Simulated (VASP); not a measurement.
# MgSi32 (a cell with a defect) in VASP: single point with PBE

Aim: the single point of MgSi32 (a cell with a defect) with PBE.

All numbers are computed with VASP 6.6.1; they aren't measurements. Logs are shortened: lines on timing, memory, paths and dates and some standing lists are left out, and cuts for length are marked.

**1. The cell of the first run**

The cell holds a defect, 33 atoms: a = 9.220 Å, b = 9.220 Å, c = 9.992 Å, α = 116.09°, β = 116.09°, γ = 92.69°.

**2. Single point, PBE**

Input file INCAR:

```
PREC = Accurate
ENCUT = 520
EDIFF = 1E-6
ISMEAR = 0
SIGMA = 0.02
LREAL = Auto
LASPH = True
NELM = 80
ALGO = Normal
ISIF = 2
LWAVE = False
LCHARG = False
GGA = PE
NELECT = 128.0
NBANDS = 87
```

Input file KPOINTS:

```
Automatic mesh
0
Gamma
  2 2 2
  0.5 0.5 0.5
```

Input file POSCAR:

```
MgSi32
1.0
   -5.7769209609      3.3353068718      6.3650226989
    5.7769209609     -3.3353068718      6.3650226989
    3.8512806405      6.6706137437     -6.3650226989
Si Mg
32 1
Direct
    0.2409396050      0.0742652472      0.2516429422
    0.7373679286      0.5703946347      0.2495080497
    0.1129867662      0.4465516599      0.5001733589
    0.6128115289      0.9463787408      0.4998201278
    0.4878620070      0.3208903273      0.7505005389
    0.9892979543      0.8226248196      0.7483608166
    0.8645650440      0.1993307669     -0.0000047156
    0.3616487890      0.6932003120      0.9999985503
    0.3275529320      0.5084511515      0.2713204728
    0.8268633830      0.9904373676      0.2493165545
    0.1982582040      0.8592941663      0.4863786020
    0.7118844552      0.3729218480      0.5136372482
    0.5775358448      0.7411099886      0.7506643554
    0.0562304827      0.2371165473      0.7286634665
    0.9431481953      0.6300431927      1.0000091430
    0.4636033293      0.0997636211      0.0000179775
    0.4437695297      0.2628834926      0.2713365856
    0.9224641363      0.7588900199      0.2493356967
    0.3017418511      0.6407058012      0.5136213733
    0.7881155329      0.1270780979      0.4863626385
    0.6731365981      0.5095626409      0.7506834977
    0.1724471128     -0.0084512090      0.7286795145
    0.0363966944      0.4002364025     -0.0000179775
    0.5568517132      0.8699567159      0.9999907840
    0.5107020268      0.6773751889      0.2516392355
    0.0121380054      0.1791097125      0.2494995133
    0.3870132786      0.0534482826      0.4998266284
    0.8871884522      0.5536212678      0.5001799243
    0.7626320525      0.9296053739      0.7504920025
    0.2590604073      0.4257347926      0.7483571099
    0.1383511612      0.8067996529      1.0000013648
    0.6354349381      0.3006692004      0.0000047274
    0.2499999725      0.2499999725      0.0000000000
```

Potentials or basis: VASP PAW PBE potentials, release 64 (Si, Mg).

The run is started by

```sh
$ cat potpaw_PBE.64/Si/POTCAR potpaw_PBE.64/Mg/POTCAR > POTCAR
$ mpirun -np 1 vasp_std > vasp.out
```

OUTCAR:

```text
PREC = Accurate
   ENCUT = 520
   EDIFF = 1E-6
   ISMEAR = 0
   LREAL = Auto
   LASPH = True
   NELM = 80
   ISIF = 2
   GGA = PE
   NELECT = 128.0

 ion  position               nearest neighbor table
   1  0.241  0.074  0.252-  27 2.35  31 2.35  26 2.36  17 2.37
   2  0.737  0.570  0.250-  28 2.35  32 2.36  25 2.36  18 2.38
   3  0.113  0.447  0.500-  28 2.35  30 2.35  26 2.35  19 2.35
   4  0.613  0.946  0.500-  27 2.35  25 2.35  29 2.35  20 2.35
   5  0.488  0.321  0.751-  27 2.35  32 2.36  30 2.36  21 2.38
   6  0.989  0.823  0.748-  28 2.35  31 2.35  29 2.36  22 2.37
   7  0.865  0.199  1.000-  32 2.35  29 2.36  26 2.36  23 2.38
   8  0.362  0.693  1.000-  25 2.35  30 2.35  31 2.35  24 2.37
   9  0.328  0.508  0.271-  19 2.31  25 2.37  33 2.45  17 2.55  23 2.55
  10  0.827  0.990  0.249-  20 2.34  24 2.34  18 2.35  26 2.38
  11  0.198  0.859  0.486-  22 2.31  19 2.34  18 2.34  27 2.35
  12  0.712  0.373  0.514-  17 2.31  20 2.34  21 2.34  28 2.35
  13  0.578  0.741  0.751-  19 2.34  24 2.34  21 2.35  29 2.38
  14  0.056  0.237  0.729-  20 2.31  30 2.37  33 2.45  22 2.55  23 2.55
  15  0.943  0.630  0.000-  23 2.32  18 2.34  21 2.34  31 2.37
  16  0.464  0.100  0.000-  24 2.32  32 2.38  33 2.46  17 2.55  22 2.55
  17  0.444  0.263  0.271-  12 2.31   1 2.37  33 2.45   9 2.55  16 2.55
  18  0.922  0.759  0.249-  11 2.34  15 2.34  10 2.35   2 2.38
  19  0.302  0.641  0.514-   9 2.31  11 2.34  13 2.34   3 2.35
  20  0.788  0.127  0.486-  14 2.31  12 2.34  10 2.34   4 2.35
  21  0.673  0.510  0.751-  12 2.34  15 2.34  13 2.35   5 2.38
  22  0.172  0.992  0.729-  11 2.31   6 2.37  33 2.45  14 2.55  16 2.55
  23  0.036  0.400  1.000-  15 2.32   7 2.38  33 2.46  14 2.55   9 2.55
  24  0.557  0.870  1.000-  16 2.32  13 2.34  10 2.34   8 2.37
  25  0.511  0.677  0.252-   4 2.35   8 2.35   2 2.36   9 2.37
  26  0.012  0.179  0.249-   3 2.35   7 2.36   1 2.36  10 2.38
  27  0.387  0.053  0.500-   4 2.35   1 2.35   5 2.35  11 2.35
  28  0.887  0.554  0.500-   3 2.35   6 2.35   2 2.35  12 2.35
  29  0.763  0.930  0.750-   4 2.35   7 2.36   6 2.36  13 2.38
  30  0.259  0.426  0.748-   3 2.35   8 2.35   5 2.36  14 2.37
  31  0.138  0.807  0.000-   6 2.35   1 2.35   8 2.35  15 2.37
  32  0.635  0.301  0.000-   7 2.35   2 2.36   5 2.36  16 2.38
  33  0.250  0.250  0.000-   9 2.45  22 2.45  14 2.45  17 2.45  23 2.46  16 2.46

  LATTYP: Found a face centered orthorhombic cell.
 ALAT       =    12.7300453978
 B/A-ratio  =     1.0480109906
 C/A-ratio  =     1.2101388550

  Lattice vectors:

 A1 = (   9.6282016014,   3.3353068719,   0.0000000000)
 A2 = (   3.8512806405,   6.6706137437,   6.3650226989)
 A3 = (   5.7769209609,  -3.3353068718,   6.3650226989)

Analysis of symmetry for initial positions (statically):
=====================================================================
 Subroutine PRICEL returns:
 Original cell was already a primitive cell.

 Routine SETGRP: Setting up the symmetry group for a
 face centered orthorhombic supercell.

 Subroutine GETGRP returns: Found  2 space group operations
 (whereof  1 operations were pure point group operations)
 out of a pool of  8 trial point group operations.

The static configuration has the point symmetry C_1 .
 The point group associated with its full space group is S_2 .

Analysis of symmetry for dynamics (positions and initial velocities):
=====================================================================
 Subroutine PRICEL returns:
 Original cell was already a primitive cell.

 Routine SETGRP: Setting up the symmetry group for a
 face centered orthorhombic supercell.

 Subroutine GETGRP returns: Found  2 space group operations
 (whereof  1 operations were pure point group operations)
 out of a pool of  8 trial point group operations.

The dynamic configuration has the point symmetry C_1 .
 The point group associated with its full space group is S_2 .

 Subroutine INISYM returns: Found  2 space group operations
 (whereof  1 operations are pure point group operations),
 and found     1 'primitive' translations

----------------------------------------------------------------------------------------

                                     Primitive cell

  volume of cell :     654.0801

  direct lattice vectors                    reciprocal lattice vectors
    -5.776920961  3.335306872  6.365022699    -0.032456736  0.093694527  0.078554315
     5.776920961 -3.335306872  6.365022699     0.097370209  0.018738905  0.078554315
     3.851280641  6.670613744 -6.365022699     0.064913473  0.112433432  0.000000000

  length of vectors
     9.220119396  9.220119396  9.992145127     0.126502508  0.126502508  0.129826945

  position of ions in fractional coordinates (direct lattice)
     0.240939605  0.074265247  0.251642942
     0.737367929  0.570394635  0.249508050
     0.112986766  0.446551660  0.500173359
     0.612811529  0.946378741  0.499820128
     0.487862007  0.320890327  0.750500539
     0.989297954  0.822624820  0.748360817
[... 25 lines left out ...]
     0.635434938  0.300669200  0.000004727
     0.249999972  0.249999972  0.000000000

  ion indices of the primitive-cell ions
   primitive index   ion index
                 1           1
                 2           2
                 3           3
                 4           4
                 5           5
                 6           6
[... 25 lines left out ...]
                32          32
                33          33

----------------------------------------------------------------------------------------

 KPOINTS: Automatic mesh

Automatic generation of k-mesh.
 Grid dimensions read from file:
 generate k-points for:    2    2    2

 Generating k-lattice:

  Cartesian coordinates                     Fractional coordinates (reciprocal lattice)
    -0.016228368  0.046847264  0.039277158     0.500000000  0.000000000 -0.000000000
     0.048685104  0.009369453  0.039277158     0.000000000  0.500000000  0.000000000
     0.032456736  0.056216716  0.000000000     0.000000000  0.000000000  0.500000000

  Length of vectors
     0.063251254  0.063251254  0.064913473

  Shift w.r.t. Gamma in fractional coordinates (k-lattice)
     0.500000000  0.500000000  0.500000000

 Subroutine IBZKPT returns following result:
 ===========================================

 Found      4 irreducible k-points:

 Following reciprocal coordinates:
            Coordinates               Weight
  0.250000  0.250000  0.250000      2.000000
 -0.250000  0.250000  0.250000      2.000000
 -0.250000  0.250000 -0.250000      2.000000
 -0.250000 -0.250000  0.250000      2.000000
   k-points           NKPTS =      4   k-points in BZ     NKDIM =      4   number of bands    NBANDS=     87
   number of dos      NEDOS =    301   number of ions     NIONS =     33
   total plane-waves  NPLWV = 392000
   dimension x,y,z NGX =    70 NGY =   70 NGZ =   80
   dimension x,y,z NGXF=   140 NGYF=  140 NGZF=  160
   ions per type =              32   1
   NGX,Y,Z   is equivalent  to a cutoff of  12.62, 12.62, 13.31 a.u.
   NGXF,Y,Z  is equivalent  to a cutoff of  25.24, 25.24, 26.62 a.u.
 SYSTEM =  unknown system
   PREC   = accura    normal or accurate (medium, high low for compatibility)
   ISTART =      0    job   : 0-new  1-cont  2-samecut
   ICHARG =      2    charge: 1-file 2-atom 10-const
   ISPIN  =      1    spin polarized calculation?
   LNONCOLLINEAR =      F non collinear calculations
   LSORBIT =      F    spin-orbit coupling
   LASPH  =      T    aspherical Exc in radial PAW
   ENCUT  =  520.0 eV  38.22 Ry    6.18 a.u.  17.14 17.14 18.58*2*pi/ulx,y,z
   NELM   =     80;   NELMIN=  2; NELMDL= -5     # of ELM steps
   EDIFF  = 0.1E-05   stopping-criterion for ELM
   LREAL  =      T    real-space projection
   EDIFFG = 0.1E-04   stopping-criterion for IOM
   NSW    =      0    number of steps for IOM
[... 5 lines left out ...]
   TEBEG  =    0.0;   TEEND  =   0.0 temperature during run
   PSTRESS=    0.0 pullay stress
   NELECT =     128.0000    total number of electrons
   NUPDOWN=      -1.0000    fix difference up-down
   EMIN   =  10.00;   EMAX   =-10.00  energy-range for DOS
   EFERMI =   0.00;   METHOD = LEGACY
   ISMEAR =     0;   SIGMA  =   0.02  broadening in eV -4-tet -1-fermi 0-gaus
   EFERMI_NEDOS =   21; number of points for ismear=-14 and -15
   IALGO  =     38    algorithm
   IMIX   =      4    mixing-type and parameters
     AMIX     =   0.40;   BMIX     =  1.00
     AMIX_MAG =   1.60;   BMIX_MAG =  1.00
  volume/ion in A,a.u.               =      19.82       133.76
  Fermi-wavevector in a.u.,A,eV,Ry     =   0.950461  1.796112 12.291190  0.903377
  Thomas-Fermi vector in A             =   2.078840
   LORBIT       =      0    0 simple, 1 ext, 2 COOP (PROOUT), +10 PAW based schemes
   GGA     = PE    functional components
   LHFCALC =     F    Hartree Fock is set to
   AEXX    =    0.0000 exact exchange contribution
   IVDW    =     0    specifies the selected vdW correction
   LEPSILON=     F    determine dielectric tensor
   LRPA    =     F    only Hartree local field effects (RPA)
 non-spin polarized calculation
 Gauss-broadening in eV      SIGMA  =   0.02
  energy-cutoff  :      520.00
  volume of cell :      654.08
 maximum number of plane-waves:     17670
 NGX is ok and might be reduce to    70
   NGX = 35   NGY = 35   NGZ = 37

 number of electron     128.0000000 magnetization

 Free energy of the ion-electron system (eV)
  ---------------------------------------------------
  ext. energy  EPLUGINS =         0.00000000
  ---------------------------------------------------
  free energy    TOTEN  =      -184.42693314 eV

  energy without entropy =     -184.42693314  energy(sigma->0) =     -184.42693314

 E-fermi :   5.7994     XC(G=0):  -9.3731

 val. band max:        5.6947167520   @ k =  -0.2500  -0.2500   0.2500
 cond. band min:       6.4736539031   @ k =   0.2500   0.2500   0.2500
 fundamental gap:      0.7789371512
 Fermi energy:         5.7994267576

 k-point     1 :       0.2500    0.2500    0.2500
  band No.  band energies     occupation
      1      -5.3631      2.00000
      2      -5.3601      2.00000
      3      -5.1921      2.00000
      4      -5.1737      2.00000
      5      -3.9192      2.00000
      6      -3.9081      2.00000
[... 68 lines left out ...]
     75       8.1707      0.00000
     76       8.1914      0.00000

 k-point     2 :      -0.2500    0.2500    0.2500
  band No.  band energies     occupation
      1      -5.7756      2.00000
      2      -5.0757      2.00000
      3      -4.9189      2.00000
      4      -4.7585      2.00000
      5      -4.4436      2.00000
      6      -4.0728      2.00000
[... 68 lines left out ...]
     75       8.0458      0.00000
     76       8.2055      0.00000

 k-point     3 :      -0.2500    0.2500   -0.2500
  band No.  band energies     occupation
      1      -5.7756      2.00000
      2      -5.0757      2.00000
      3      -4.9189      2.00000
      4      -4.7585      2.00000
      5      -4.4436      2.00000
      6      -4.0728      2.00000
[... 68 lines left out ...]
     75       8.0458      0.00000
     76       8.2055      0.00000

 k-point     4 :      -0.2500   -0.2500    0.2500
  band No.  band energies     occupation
      1      -5.8914      2.00000
      2      -4.7198      2.00000
      3      -4.6797      2.00000
      4      -4.6690      2.00000
      5      -4.6635      2.00000
      6      -4.4347      2.00000
[... 68 lines left out ...]
     75       8.1443      0.00000
     76       8.1594      0.00000
 [bands above 76 left out]

------------------------ aborting loop because EDIFF is reached ----------------------------------------

  FORCE on cell =-STRESS in cart. coord.  units (eV):
  Direction    XX          YY          ZZ          XY          YZ          ZX
  --------------------------------------------------------------------------------------
  -------------------------------------------------------------------------------------
  Total       -7.8456126     -7.7900761    -13.7257402      0.0640322      0.0164020     -0.0285872
  in kB      -19.2179268    -19.0818894    -33.6213733      0.1568476      0.0401769     -0.0700248
  external PRESSURE =     -23.9737298 kB  Pullay stress =       0.0000000 kB

 VOLUME and BASIS-vectors are now :
 -----------------------------------------------------------------------------
  energy-cutoff  :      520.00
  volume of cell :      654.08
      direct lattice vectors                 reciprocal lattice vectors
    -5.776920961  3.335306872  6.365022699    -0.032456736  0.093694527  0.078554315
     5.776920961 -3.335306872  6.365022699     0.097370209  0.018738905  0.078554315
     3.851280641  6.670613744 -6.365022699     0.064913473  0.112433432  0.000000000

 POSITION                                       TOTAL-FORCE (eV/Angst)
 -----------------------------------------------------------------------------------
      0.00628      2.23452      0.40457        -0.000382      0.003241     -0.005466
     -0.00367      2.22128      6.73581        -0.001823      0.003406      0.000433
      3.85329      2.22392      0.37786         0.000072     -0.003015      0.003404
      3.85194      2.22156      6.74291         0.002551      0.000880      0.003120
      1.92581      5.56320      0.37077        -0.003245      0.000054     -0.000324
      1.91929      5.54793      6.76960        -0.003684     -0.000357     -0.006246
[... 25 lines left out ...]
     -1.93390      1.11658      5.95829         0.002227     -0.001173      0.002823
      0.00000      0.00000      3.18251        -0.000000      0.000000     -0.000000
 -----------------------------------------------------------------------------------
    total drift:                                0.000006     -0.000061     -0.000441

  FREE ENERGIE OF THE ION-ELECTRON SYSTEM (eV)
  ---------------------------------------------------
  free  energy   TOTEN  =      -184.4269331390 eV

  energy  without entropy=     -184.4269331390  energy(sigma->0) =     -184.42693314
```

Run time: 14 min. Hardware: 1 thread of Oxide Virtual Turin-like, shared host; peak memory 0.76 GiB.

What came out:

```yaml
Free_energy: -184.4269 eV
Largest_force: 0.015 eV/Å
```

Forces in eV/Å, atoms in the order of the input:
```
Si   0.000  0.003 -0.005
Si  -0.002  0.003  0.000
Si   0.000 -0.003  0.003
Si   0.003  0.001  0.003
Si  -0.003  0.000  0.000
Si  -0.004  0.000 -0.006
Si  -0.002  0.001 -0.003
Si   0.001 -0.001 -0.003
Si   0.008  0.008  0.008
Si  -0.002 -0.002 -0.001
Si   0.003  0.003  0.002
Si  -0.001 -0.004 -0.001
Si   0.001  0.002 -0.003
Si  -0.003 -0.010  0.008
Si  -0.001  0.001 -0.002
Si  -0.013  0.007  0.003
Si   0.003  0.010 -0.008
Si  -0.001 -0.002  0.003
Si  -0.003 -0.003 -0.002
Si   0.001  0.004  0.001
Si   0.002  0.002  0.001
Si  -0.008 -0.008 -0.008
Si   0.013 -0.007 -0.003
Si   0.001 -0.001  0.002
Si   0.004  0.000  0.006
Si   0.003  0.000  0.000
Si   0.000  0.003 -0.003
Si  -0.003 -0.001 -0.003
Si   0.002 -0.003  0.000
Si   0.000 -0.003  0.005
Si  -0.001  0.001  0.003
Si   0.002 -0.001  0.003
Mg   0.000  0.000  0.000
```

Levels at points of the mesh, in eV from the Fermi level:
```csv
k point,band 61,band 62,band 63,band 64,band 65,band 66,band 67,band 68
"(0.25, 0.25, 0.25)",-1.12,-1.11,-0.98,-0.95,0.67,0.74,0.95,1.00
```

Caveat: the cell carries a net charge on a neutralising background, which shifts energy and pressure; the cell is charged against a uniform background, so pressure and absolute levels hang on convention.
